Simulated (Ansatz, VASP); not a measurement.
## Bi: VASP beside Ansatz

File INCAR:

```
SYSTEM = Bi
PREC     = Accurate       ! precision mode
ENCUT    = 520            ! plane-wave cutoff, eV
EDIFF    = 1E-6           ! SCF threshold, eV
ISMEAR   = -1             ! smearing method
SIGMA    = 0.03           ! smearing width, eV
LREAL    = .FALSE.        ! projectors in reciprocal space
LASPH    = .TRUE.         ! aspherical terms in the spheres
NELM     = 60             ! most SCF steps
ALGO     = Normal         ! electronic algorithm
ISIF     = 2              ! what is computed and relaxed
LWAVE    = .FALSE.        ! write WAVECAR
LCHARG   = .FALSE.        ! write CHGCAR
GGA      = PE             ! functional
NBANDS   = 22             ! bands
```

File KPOINTS:

```
Automatic mesh
0
G
  11 11 11
  0 0 0
```

File POSCAR:

```
Bi
1.0
    2.2502696816      1.2991938064      3.9540000000
   -2.2502696816      1.2991938064      3.9540000000
    0.0000000000     -2.5983876128      3.9540000000
Bi
2
Direct
    0.2338900000      0.2338900000      0.2338900000
    0.7661100000      0.7661100000      0.7661100000
```

Input for Ansatz:

```yaml
crystal:
  lattice:
    - [2.2502696816, 1.2991938064, 3.954]
    - [-2.2502696816, 1.2991938064, 3.954]
    - [0.0, -2.5983876128, 3.954]
  atoms:
    - { symbol: Bi, position: [0.23389, 0.23389, 0.23389] }
    - { symbol: Bi, position: [0.76611, 0.76611, 0.76611] }
kpoints:
  mp_grid: { grid: [11, 11, 11] }
  band_path:
    path:
      - [0.0, 0.0, 0.0]
      - [0.5, 0.5, 0.5]
      - [0.7613580648, 0.2386419352, 0.5]
      - [0.5, -0.2386419352, 0.2386419352]
      - [0.5, 0.0, 0.0]
      - [0.0, 0.0, 0.0]
      - [0.3693209676, -0.3693209676, 0.0]
      - [0.6306790324, 0.0, 0.3693209676]
      - [0.5, 0.0, 0.5]
    npoints: 5
scf:
  occupations: { method: fermi_dirac, width: 0.03 }
hamiltonian:
  xc: pbe
  pseudopotentials: { kind: all_electron, lapw: { basis_error: 0.00025 } }
output:
  forces: true
  stress: true
  eigenvalues: true
```

Change from the starting cell: equal xx and yy strain of -1 %.

Alike in both runs: task single point; functional PBE; k mesh 11 × 11 × 11; occupations fermi-dirac, width 0.03 eV; no spin polarisation.

```csv
,VASP,Ansatz
version,VASP 6.6.1,Ansatz 0.2.0
potentials or method,"VASP PAW PBE potentials, release 64 (Bi_d), cutoff 520 eV","all-electron LAPW, scalar-relativistic"
```

Ansatz gave:

| Quantity | Value |
| --- | --- |
| pressure (GPa) | 2.9 |
| traceless stress, the component that is largest in VASP (GPa) | -0.22 |
| rms of the force components (eV/Å) | 0.159 |

What did VASP give for the same quantities?

Pressure (GPa): 2.9; traceless stress, the component that is largest in VASP (GPa): -0.22; rms of the force components (eV/Å): 0.163.

Atom by atom the forces differ by 0.004 eV/Å (rms over components). Ansatz ran all-electron here, and VASP with PAW potentials.

Spin-orbit coupling is off throughout.
